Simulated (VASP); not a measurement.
Set up this calculation in VASP 6.6.1, as the native input.

* Task: single point
* Functional: PBEsol
* Potentials or basis: VASP PAW PBE potentials, release 64 (Ti_sv, Al)
* Cutoff: 520 eV
* k mesh: 18 × 18 × 10
* Occupations: gaussian, width 0.15 eV
* Spin: no spin polarisation
* Dipole correction: no
* Further INCAR settings: ALGO = Normal; EDIFF = 1e-06; NBANDS = 14

The structure of TiAl lies in POSCAR:

```
TiAl
1.0
    2.9045000000      0.0000000000      0.0000000000
   -1.4522500000      2.5153707853      0.0000000000
    0.0000000000      0.0000000000      4.4960000000
Ti Al
1 1
Direct
    0.0000000000      0.0000000000      0.0000000000
    0.3333333333      0.6666666667      0.5000000000
```

These files were run (other wordings do the same):

INCAR

```
SYSTEM = TiAl
ALGO = Normal
EDIFF = 1E-6
ENCUT = 520
GGA = PS
ISIF = 2
ISMEAR = 0
LASPH = .True.
LCHARG = .True.
LELF = .True.
LREAL = .False.
LVHAR = .True.
LWAVE = .False.
NBANDS = 14
NELM = 100
PREC = Accurate
SIGMA = 0.15
```

KPOINTS

```
k-points
0
Gamma
  18 18 10
  0 0 0
```

Potentials or basis: VASP PAW PBE potentials, release 64 (Ti_sv, Al).

Command:

```sh
$ cat potpaw_PBE.64/Ti_sv/POTCAR potpaw_PBE.64/Al/POTCAR > POTCAR
$ mpirun -np 1 vasp_std > vasp.out
```

Results of the run:

- Pressure: -0.6 GPa
- Band gap on the k mesh: zero (an odd number of electrons rules out a gap without spin polarisation)

Caveat: the stress differs along the axes, from -3 to 3 GPa; the PAW data sets were made with another functional, which shifts forces and pressure a little.

It took 41 s on 1 thread of Intel(R) Xeon(R) 6975P-C (Granite Rapids) (shared host), peak memory 0.24 GiB.
